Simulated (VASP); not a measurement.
# NaH (P6_3/mmc) in VASP: settings compared

Aim: see how the results for NaH move with the level of theory and the settings. Levels: r2SCAN, PBE. Tasks: single point.

Everything below comes from runs of VASP 6.6.1. Logs are shortened: lines on timing, memory, paths and dates and some standing lists are left out, and cuts for length are marked.

## 1. The cell of the first run

Symmetry: P6_3/mmc, No. 194, hexagonal system. The conventional cell has a = 4.031 Å, b = 4.031 Å, c = 4.923 Å, α = 90.00°, β = 90.00°, γ = 120.00°. Na (site symmetry -6m2) has 5 H at 2.33 to 2.46 Å within 3.1 Å. Within 3.1 Å of H (site symmetry -6m2) lie 5 Na at 2.33 to 2.46 Å.

## 2. Single point, r2SCAN (volume changed by +6%)

POSCAR

```
NaH
1.0
    4.0308165446      0.0000000000      0.0000000000
   -2.0154082723      3.4907895256      0.0000000000
    0.0000000000      0.0000000000      4.9229887536
Na H
2 2
Direct
    0.3333333333      0.6666666667     -0.0624996803
    0.6666666667      0.3333333333      0.4375003197
    0.3333333333      0.6666666667      0.4374996803
    0.6666666667      0.3333333333      0.9374996803
```

INCAR.step1

```
SYSTEM = NaH
ALGO = Normal
EDIFF = 1E-4
ENCUT = 520
GGA = PE
ISMEAR = 0
LASPH = .True.
LCHARG = .False.
LREAL = .False.
LWAVE = .True.
NBANDS = 16
NELM = 80
PREC = Accurate
SIGMA = 0.01
```

INCAR.step2

```
SYSTEM = NaH
ALGO = Normal
EDIFF = 1E-6
ENCUT = 520
ISIF = 2
ISMEAR = 0
ISTART = 1
LASPH = .True.
LCHARG = .False.
LMIXTAU = .True.
LREAL = .False.
LWAVE = .False.
METAGGA = R2SCAN
NBANDS = 16
NELM = 80
PREC = Accurate
SIGMA = 0.01
```

KPOINTS

```
k-points
0
Gamma
  6 6 4
  0 0 0
```

Potentials or basis: VASP PAW PBE potentials, release 64 (Na_pv, H).

On the command line:

```sh
$ cat potpaw_PBE.64/Na_pv/POTCAR potpaw_PBE.64/H/POTCAR > POTCAR
$ cp INCAR.step1 INCAR
$ mpirun -np 1 vasp_std > vasp.out
$ cp INCAR.step2 INCAR
$ mpirun -np 1 vasp_std > vasp.out
```

OUTCAR:

```text
SYSTEM = NaH
   EDIFF = 1E-6
   ENCUT = 520
   ISIF = 2
   ISMEAR = 0
   ISTART = 1
   LASPH = .True.
   LREAL = .False.
   METAGGA = R2SCAN
   NELM = 80
   PREC = Accurate

 ion  position               nearest neighbor table
   1  0.333  0.667  0.938-
   2  0.667  0.333  0.438-
   3  0.333  0.667  0.437-
   4  0.667  0.333  0.937-

  LATTYP: Found a hexagonal cell.
 ALAT       =     4.0308165446
 C/A-ratio  =     1.2213378354

  Lattice vectors:

 A1 = (   4.0308165446,   0.0000000000,   0.0000000000)
 A2 = (  -2.0154082723,   3.4907895256,   0.0000000000)
 A3 = (   0.0000000000,   0.0000000000,   4.9229887536)

Analysis of symmetry for initial positions (statically):
=====================================================================
 Subroutine PRICEL returns:
 Original cell was already a primitive cell.

 Routine SETGRP: Setting up the symmetry group for a
 hexagonal supercell.

 Subroutine GETGRP returns: Found 24 space group operations
 (whereof  6 operations were pure point group operations)
 out of a pool of 24 trial point group operations.

The static configuration has the point symmetry C_3v.
 The point group associated with its full space group is D_6h.

Analysis of symmetry for dynamics (positions and initial velocities):
=====================================================================
 Subroutine PRICEL returns:
 Original cell was already a primitive cell.

 Routine SETGRP: Setting up the symmetry group for a
 hexagonal supercell.

 Subroutine GETGRP returns: Found 24 space group operations
 (whereof  6 operations were pure point group operations)
 out of a pool of 24 trial point group operations.

The dynamic configuration has the point symmetry C_3v.
 The point group associated with its full space group is D_6h.

 Subroutine INISYM returns: Found 24 space group operations
 (whereof  6 operations are pure point group operations),
 and found     1 'primitive' translations

----------------------------------------------------------------------------------------

                                     Primitive cell

  volume of cell :      69.2701

  direct lattice vectors                    reciprocal lattice vectors
     4.030816545  0.000000000  0.000000000     0.248088691  0.143234073  0.000000000
    -2.015408272  3.490789526  0.000000000     0.000000000  0.286468145  0.000000000
     0.000000000  0.000000000  4.922988754     0.000000000  0.000000000  0.203128638

  length of vectors
     4.030816545  4.030816545  4.922988754     0.286468145  0.286468145  0.203128638

  position of ions in fractional coordinates (direct lattice)
     0.333333333  0.666666667  0.937500320
     0.666666667  0.333333333  0.437500320
     0.333333333  0.666666667  0.437499680
     0.666666667  0.333333333  0.937499680

  ion indices of the primitive-cell ions
   primitive index   ion index
                 1           1
                 2           2
                 3           3
                 4           4

----------------------------------------------------------------------------------------

 KPOINTS: k-points

Automatic generation of k-mesh.
 Grid dimensions read from file:
 generate k-points for:    6    6    4

 Generating k-lattice:

  Cartesian coordinates                     Fractional coordinates (reciprocal lattice)
     0.041348115  0.023872345  0.000000000     0.166666667  0.000000000  0.000000000
     0.000000000  0.047744691  0.000000000     0.000000000  0.166666667  0.000000000
     0.000000000  0.000000000  0.050782159     0.000000000  0.000000000  0.250000000

  Length of vectors
     0.047744691  0.047744691  0.050782159

  Shift w.r.t. Gamma in fractional coordinates (k-lattice)
     0.000000000  0.000000000  0.000000000

 Subroutine IBZKPT returns following result:
 ===========================================

 Found     21 irreducible k-points:

 Following reciprocal coordinates:
            Coordinates               Weight
  0.000000  0.000000  0.000000      1.000000
  0.166667  0.000000  0.000000      6.000000
  0.333333  0.000000  0.000000      6.000000
  0.500000  0.000000  0.000000      3.000000
  0.166667  0.166667  0.000000      6.000000
  0.333333  0.166667  0.000000     12.000000
[... 13 lines left out ...]
  0.333333  0.166667  0.500000     12.000000
  0.333333  0.333333  0.500000      2.000000
   k-points           NKPTS =     21   k-points in BZ     NKDIM =     21   number of bands    NBANDS=     16
   number of dos      NEDOS =    301   number of ions     NIONS =      4
   total plane-waves  NPLWV =  36000
   dimension x,y,z NGX =    30 NGY =   30 NGZ =   40
   dimension x,y,z NGXF=    60 NGYF=   60 NGZF=   80
   ions per type =               2   2
   NGX,Y,Z   is equivalent  to a cutoff of  12.37, 12.37, 13.51 a.u.
   NGXF,Y,Z  is equivalent  to a cutoff of  24.75, 24.75, 27.02 a.u.
 SYSTEM =  NaH
   PREC   = accura    normal or accurate (medium, high low for compatibility)
   ISTART =      1    job   : 0-new  1-cont  2-samecut
   ICHARG =      0    charge: 1-file 2-atom 10-const
   ISPIN  =      1    spin polarized calculation?
   LNONCOLLINEAR =      F non collinear calculations
   LSORBIT =      F    spin-orbit coupling
   LASPH  =      T    aspherical Exc in radial PAW
   ENCUT  =  520.0 eV  38.22 Ry    6.18 a.u.   7.49  7.49  9.15*2*pi/ulx,y,z
   NELM   =     80;   NELMIN=  2; NELMDL=  0     # of ELM steps
   EDIFF  = 0.1E-05   stopping-criterion for ELM
   LREAL  =      F    real-space projection
   EDIFFG = 0.1E-04   stopping-criterion for IOM
   NSW    =      0    number of steps for IOM
   IBRION =     -1    ionic relax: 0-MD 1-quasi-New 2-CG
   NFREE  =      0    steps in history (QN), initial steepest desc. (CG)
   ISIF   =      2    stress and relaxation
   ISYM   =      2    0-nonsym 1-usesym 2-fastsym
   POTIM  = 0.5000    time-step for ionic-motion
   TEBEG  =    0.0;   TEEND  =   0.0 temperature during run
   PSTRESS=    0.0 pullay stress
   NELECT =      16.0000    total number of electrons
   NUPDOWN=      -1.0000    fix difference up-down
   EMIN   =  10.00;   EMAX   =-10.00  energy-range for DOS
   EFERMI =   0.00;   METHOD = LEGACY
   ISMEAR =     0;   SIGMA  =   0.01  broadening in eV -4-tet -1-fermi 0-gaus
   EFERMI_NEDOS =   21; number of points for ismear=-14 and -15
   IALGO  =     38    algorithm
   IMIX   =      4    mixing-type and parameters
     AMIX     =   0.40;   BMIX     =  1.00
     AMIX_MAG =   1.60;   BMIX_MAG =  1.00
  volume/ion in A,a.u.               =      17.32       116.86
  Fermi-wavevector in a.u.,A,eV,Ry     =   1.004461  1.898156 13.727482  1.008941
  Thomas-Fermi vector in A             =   2.137078
   LORBIT       =      0    0 simple, 1 ext, 2 COOP (PROOUT), +10 PAW based schemes
   METAGGA = R2SCAN    functional components
   LHFCALC =     F    Hartree Fock is set to
   AEXX    =    0.0000 exact exchange contribution
   IVDW    =     0    specifies the selected vdW correction
   LEPSILON=     F    determine dielectric tensor
   LRPA    =     F    only Hartree local field effects (RPA)
 non-spin polarized calculation
 Gauss-broadening in eV      SIGMA  =   0.01
  energy-cutoff  :      520.00
  volume of cell :       69.27
 maximum number of plane-waves:      1884
 NGX is ok and might be reduce to    30
   NGX = 15   NGY = 15   NGZ = 19

 number of electron      15.9999985 magnetization

 Free energy of the ion-electron system (eV)
  ---------------------------------------------------
  ext. energy  EPLUGINS =         0.00000000
  ---------------------------------------------------
  free energy    TOTEN  =       -15.03582589 eV

  energy without entropy =      -15.03582589  energy(sigma->0) =      -15.03582589

 E-fermi :  -1.8119     XC(G=0):  -7.2685

 val. band max:       -1.9061900988   @ k =   0.1667   0.0000   0.0000
 cond. band min:       1.7522346185   @ k =   0.3333   0.3333   0.0000
 fundamental gap:      3.6584247173
 Fermi energy:        -1.8119385806

 k-point     1 :       0.0000    0.0000    0.0000
  band No.  band energies     occupation
      1     -25.0897      2.00000
      2     -25.0596      2.00000
      3     -25.0594      2.00000
      4     -25.0376      2.00000
      5     -25.0373      2.00000
      6     -25.0227      2.00000
[... 8 lines left out ...]
     15       9.2649      0.00000
     16      13.9506      0.00000

 k-point     2 :       0.1667    0.0000    0.0000
  band No.  band energies     occupation
      1     -25.0854      2.00000
      2     -25.0624      2.00000
      3     -25.0617      2.00000
      4     -25.0418      2.00000
      5     -25.0371      2.00000
      6     -25.0263      2.00000
[... 8 lines left out ...]
     15      11.2055      0.00000
     16      11.9077      0.00000

 k-point     3 :       0.3333    0.0000    0.0000
  band No.  band energies     occupation
      1     -25.0744      2.00000
      2     -25.0685      2.00000
      3     -25.0656      2.00000
      4     -25.0503      2.00000
      5     -25.0364      2.00000
      6     -25.0358      2.00000
[... 8 lines left out ...]
     15      10.7016      0.00000
     16      11.8651      0.00000

 k-point     4 :       0.5000    0.0000    0.0000
  band No.  band energies     occupation
      1     -25.0717      2.00000
      2     -25.0675      2.00000
      3     -25.0658      2.00000
      4     -25.0544      2.00000
      5     -25.0437      2.00000
      6     -25.0362      2.00000
[... 8 lines left out ...]
     15      10.3587      0.00000
     16      11.5270      0.00000

 k-point     5 :       0.1667    0.1667    0.0000
  band No.  band energies     occupation
      1     -25.0776      2.00000
      2     -25.0669      2.00000
      3     -25.0647      2.00000
      4     -25.0476      2.00000
      5     -25.0372      2.00000
      6     -25.0330      2.00000
[... 8 lines left out ...]
     15      10.3866      0.00000
     16      11.7694      0.00000

 k-point     6 :       0.3333    0.1667    0.0000
  band No.  band energies     occupation
      1     -25.0728      2.00000
      2     -25.0659      2.00000
      3     -25.0651      2.00000
      4     -25.0543      2.00000
      5     -25.0436      2.00000
      6     -25.0376      2.00000
[... 8 lines left out ...]
     15       9.4573      0.00000
     16      11.0504      0.00000
[... 210 lines left out ...]
 k-point    18 :       0.5000    0.0000    0.5000
  band No.  band energies     occupation
      1     -25.0878      2.00000
      2     -25.0878      2.00000
      3     -25.0518      2.00000
      4     -25.0518      2.00000
      5     -25.0315      2.00000
      6     -25.0315      2.00000
[... 8 lines left out ...]
     15      13.0319      0.00000
     16      13.0319      0.00000

 k-point    19 :       0.1667    0.1667    0.5000
  band No.  band energies     occupation
      1     -25.0789      2.00000
      2     -25.0789      2.00000
      3     -25.0516      2.00000
      4     -25.0516      2.00000
      5     -25.0345      2.00000
      6     -25.0345      2.00000
[... 8 lines left out ...]
     15      11.3274      0.00000
     16      11.3274      0.00000

 k-point    20 :       0.3333    0.1667    0.5000
  band No.  band energies     occupation
      1     -25.0865      2.00000
      2     -25.0865      2.00000
      3     -25.0543      2.00000
      4     -25.0543      2.00000
      5     -25.0304      2.00000
      6     -25.0304      2.00000
[... 8 lines left out ...]
     15      12.5084      0.00000
     16      12.5084      0.00000

 k-point    21 :       0.3333    0.3333    0.5000
  band No.  band energies     occupation
      1     -25.0876      2.00000
      2     -25.0876      2.00000
      3     -25.0571      2.00000
      4     -25.0571      2.00000
      5     -25.0284      2.00000
      6     -25.0284      2.00000
[... 8 lines left out ...]
     15      12.8189      0.00000
     16      12.8189      0.00000

------------------------ aborting loop because EDIFF is reached ----------------------------------------

  FORCE on cell =-STRESS in cart. coord.  units (eV):
  Direction    XX          YY          ZZ          XY          YZ          ZX
  --------------------------------------------------------------------------------------
  -------------------------------------------------------------------------------------
  Total       -0.5261481     -0.5261481     -0.5700318      0.0000000      0.0000000     -0.0000000
  in kB      -12.1695095    -12.1695095    -13.1845143      0.0000000      0.0000000     -0.0000000
  external PRESSURE =     -12.5078444 kB  Pullay stress =       0.0000000 kB

 VOLUME and BASIS-vectors are now :
 -----------------------------------------------------------------------------
  energy-cutoff  :      520.00
  volume of cell :       69.27
      direct lattice vectors                 reciprocal lattice vectors
     4.030816545  0.000000000  0.000000000     0.248088691  0.143234073  0.000000000
    -2.015408272  3.490789526  0.000000000     0.000000000  0.286468145  0.000000000
     0.000000000  0.000000000  4.922988754     0.000000000  0.000000000  0.203128638

 POSITION                                       TOTAL-FORCE (eV/Angst)
 -----------------------------------------------------------------------------------
     -0.00000      2.32719      4.61530        -0.000000      0.000000     -0.000000
      2.01541      1.16360      2.15381        -0.000000     -0.000000     -0.000000
     -0.00000      2.32719      2.15381         0.000000      0.000000      0.000000
      2.01541      1.16360      4.61530         0.000000      0.000000      0.000000
 -----------------------------------------------------------------------------------
    total drift:                               -0.000000      0.000000      0.000254

  FREE ENERGIE OF THE ION-ELECTRON SYSTEM (eV)
  ---------------------------------------------------
  free  energy   TOTEN  =       -15.0358258904 eV

  energy  without entropy=      -15.0358258904  energy(sigma->0) =      -15.03582589
```

It took 41 s on 1 thread of Intel Xeon 6975P-C (Granite Rapids), shared host; peak memory 0.18 GiB.

What came out:

```yaml
Free_energy: -15.0358 eV
Pressure: -1.3 GPa
Band_gap_on_the_k_mesh: 3.66 eV, indirect (least direct gap 4.52 eV)
```

Caveat: the cell differs from its parent crystal (volume changed by +6%); the PAW data sets were made with another functional, which shifts forces and pressure a little. A k mesh can miss the band edges.

## 3. Single point, PBE

This run uses another cell than the first one, of 16.34 Å³/atom, 0.943 times its volume.

INCAR

```
PREC = Accurate
ENCUT = 520
EDIFF = 1E-7
ISMEAR = 0
SIGMA = 0.01
LREAL = F
LASPH = T
NELM = 100
ALGO = Normal
ISIF = 2
LWAVE = F
LCHARG = F
GGA = PE
NBANDS = 16
```

KPOINTS

```
Automatic mesh
0
Gamma
  12 12 6
```

POSCAR

```
NaH
1.0
    3.9532815359      0.0000000000      0.0000000000
   -1.9766407679      3.4236422384      0.0000000000
    0.0000000000      0.0000000000      4.8282923139
Na H
2 2
Direct
    0.3333333333      0.6666666667     -0.0624996803
    0.6666666667      0.3333333333      0.4375003197
    0.3333333333      0.6666666667      0.4374996803
    0.6666666667      0.3333333333      0.9374996803
```

Potentials or basis: VASP PAW PBE potentials, release 64 (Na_pv, H).

On the command line:

```sh
$ cat potpaw_PBE.64/Na_pv/POTCAR potpaw_PBE.64/H/POTCAR > POTCAR
$ mpirun -np 1 vasp_std > vasp.out
```

It took 29 s on 1 thread of Intel Xeon 6975P-C (Granite Rapids), shared host; peak memory 0.2 GiB.

Results (log left out):

```yaml
Free_energy: -10.0731 eV
Pressure: 0.3 GPa
Band_gap_on_the_k_mesh: 3.33 eV, indirect (least direct gap 4.12 eV)
```

Stress tensor (GPa, compression positive):
```
0.31 0.00 0.00
0.00 0.31 0.00
0.00 0.00 0.42
```

Levels at points of the mesh, in eV from the valence-band top:
| k point | band 6 | band 7 | band 8 | band 9 | band 10 | band 11 |
| --- | --- | --- | --- | --- | --- | --- |
| (0.00, 0.00, 0.00) | -22.21 | -3.34 | -0.02 | 4.91 | 7.97 | 10.30 |
| (0.50, 0.00, 0.00) | -22.23 | -1.51 | -0.61 | 3.87 | 7.55 | 7.61 |
| (0.00, 0.00, 0.50) | -22.25 | -2.02 | -2.02 | 6.94 | 6.94 | 11.07 |
| (0.50, 0.00, 0.50) | -22.22 | -0.82 | -0.82 | 3.96 | 3.96 | 8.52 |

## 4. Single point, r2SCAN

This run uses another cell than the first one, of 16.34 Å³/atom, 0.943 times its volume.

POSCAR is that of step 3.

INCAR.step1

```
SYSTEM = NaH
PREC = Accurate ; ENCUT = 520
ISMEAR = 0 ; SIGMA = 0.01
LREAL = .False. ; LASPH = .True.
NELM = 60 ; NBANDS = 16
GGA = PE ; ALGO = Normal
EDIFF = 1E-4 ; LWAVE = .True.
LCHARG = .False.
```

INCAR.step2

```
SYSTEM = NaH
PREC = Accurate ; ENCUT = 520
EDIFF = 1E-7 ; ISMEAR = 0
SIGMA = 0.01 ; LREAL = .False.
LASPH = .True. ; NELM = 60
ALGO = Normal ; ISIF = 2
LWAVE = .False. ; LCHARG = .True.
METAGGA = R2SCAN ; LMIXTAU = .True.
LELF = .True. ; LVHAR = .True.
NBANDS = 16 ; ISTART = 1
```

KPOINTS

```
Automatic mesh
0
Gamma
  12 12 6
  0 0 0
```

On the command line:

```sh
$ cat potpaw_PBE.64/Na_pv/POTCAR potpaw_PBE.64/H/POTCAR > POTCAR
$ cp INCAR.step1 INCAR
$ mpirun -np 1 vasp_std > vasp.out
$ cp INCAR.step2 INCAR
$ mpirun -np 1 vasp_std > vasp.out
```

It took 2.5 min on 1 thread of Intel Xeon 6975P-C (Granite Rapids), shared host; peak memory 0.21 GiB.

It converged, with:

```yaml
Free_energy: -15.0542 eV
Pressure: -0.1 GPa
Band_gap_on_the_k_mesh: 3.68 eV, indirect (least direct gap 4.45 eV)
```

Levels at points of the mesh, in eV from the valence-band top:
```csv
k point,band 4,band 5,band 6,band 7,band 8,band 9,band 10,band 11,band 12,band 13
"(0.00, 0.00, 0.00)",-23.02,-23.02,-23.00,-3.30,-0.01,5.41,8.54,10.98,10.98,11.14
"(0.50, 0.00, 0.00)",-23.04,-23.03,-23.02,-1.48,-0.59,4.23,8.16,8.29,8.43,8.45
"(0.00, 0.00, 0.50)",-23.04,-23.04,-23.04,-1.97,-1.97,7.50,7.50,11.58,11.58,11.58
"(0.50, 0.00, 0.50)",-23.04,-23.01,-23.01,-0.82,-0.82,4.44,4.44,9.18,9.18,9.82
```

Caveat: the PAW data sets were made with another functional, which shifts forces and pressure a little. A k mesh can miss the band edges.

## 5. The runs side by side

```csv
level,cell,k mesh,gap on the mesh (eV),pressure (GPa)
r2SCAN,"a = 4.031, b = 4.031, c = 4.923 Å, angles 90.0, 90.0, 120.0°, 4 atoms",6 × 6 × 4,3.66,-1.3
PBE,"a = 3.953, b = 3.953, c = 4.828 Å, angles 90.0, 90.0, 120.0°, 4 atoms",12 × 12 × 6,3.33,0.3
r2SCAN,"a = 3.953, b = 3.953, c = 4.828 Å, angles 90.0, 90.0, 120.0°, 4 atoms",12 × 12 × 6,3.68,-0.1
```

Alike in all rows: task single point; potentials or basis VASP PAW PBE potentials, release 64 (Na_pv, H); no spin polarisation; cutoff (eV) 520; smearing gaussian 0.01 eV.

Caveats: the PAW data sets were made with another functional, which shifts forces and pressure a little (some runs).

Total energies depend on the potentials used, so only differences within one code and one set of settings carry meaning.
